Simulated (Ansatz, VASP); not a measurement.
Pd in VASP and in Ansatz

The input INCAR:

```
  PREC = Accurate
  ENCUT = 520
  EDIFF = 1E-6
  ISMEAR = -1
  SIGMA = 0.05
  LREAL = False
  LASPH = True
  NELM = 150
  ALGO = Normal
  ISIF = 2
  LWAVE = False
  LCHARG = False
  ISPIN = 2
  MAGMOM = 0.422 0.422
  LORBIT = 11
  LMAXMIX = 4
  GGA = CA
  NBANDS = 21
```

Contents of KPOINTS:

```
Automatic mesh
0
Gamma
  11 11 11
```

File POSCAR:

```
Pd
1.0
    0.0000000000      2.7694023040      2.7694023040
    2.7694023040      0.0000000000      2.7694023040
    2.7694023040      2.7694023040      0.0000000000
Pd
2
Direct
    0.1250000000      0.1250000000      0.1250000000
    0.8750000000      0.8750000000      0.8750000000
```

Input for Ansatz:

```yaml
crystal:
  lattice:
    - [0.0, 2.769402304, 2.769402304]
    - [2.769402304, 0.0, 2.769402304]
    - [2.769402304, 2.769402304, 0.0]
  atoms:
    - { symbol: Pd, position: [0.125, 0.125, 0.125], spin: 0.422 }
    - { symbol: Pd, position: [0.875, 0.875, 0.875], spin: 0.422 }
hamiltonian:
  xc: lda
  pseudopotentials:
    kind: paw
    azcp:
      Pd: "pseudopotentials/Pd.paw.azcp"
basis:
  ecutwfc: 420
  fft_grid_basis: typed
kpoints:
  mp_grid: { grid: [11, 11, 11], shift: [0, 0, 0] }
magnetization:
  spin_polarized: true
scf:
  occupations: { method: fermi_dirac, width: 0.05 }
  lower_state_search: "off"
output:
  stress: true
```

Alike in both runs: task single point; functional LDA; k mesh 11 × 11 × 11; occupations fermi-dirac, width 0.05 eV; collinear spin.

```csv
,VASP,Ansatz
version,VASP 6.6.1,Ansatz 0.2.0
potentials or method,"VASP PAW LDA potentials, release 64 (Pd), cutoff 520 eV","plane waves (420 eV) with PAW, scalar-relativistic"
valence electrons in the cell,20,36
```

```tsv
	VASP	Ansatz	Ansatz less VASP
pressure (GPa)	4.0	4.5	+0.42
net moment per atom (μB)	0.39	0.44	+0.048
size of the moment on the site where the two differ most (μB)	0.38	0.42	+0.036
```

Ansatz warns that its potentials were made for another functional, while VASP's fit it. LDA's correlation is that of Perdew and Zunger in VASP and of Perdew and Wang (1992) in Ansatz. Site moments also hang on the region over which each program counts them. VASP's potentials hold 20 valence electrons a cell and Ansatz's 36, so a difference there can come from the potentials and not from the codes.
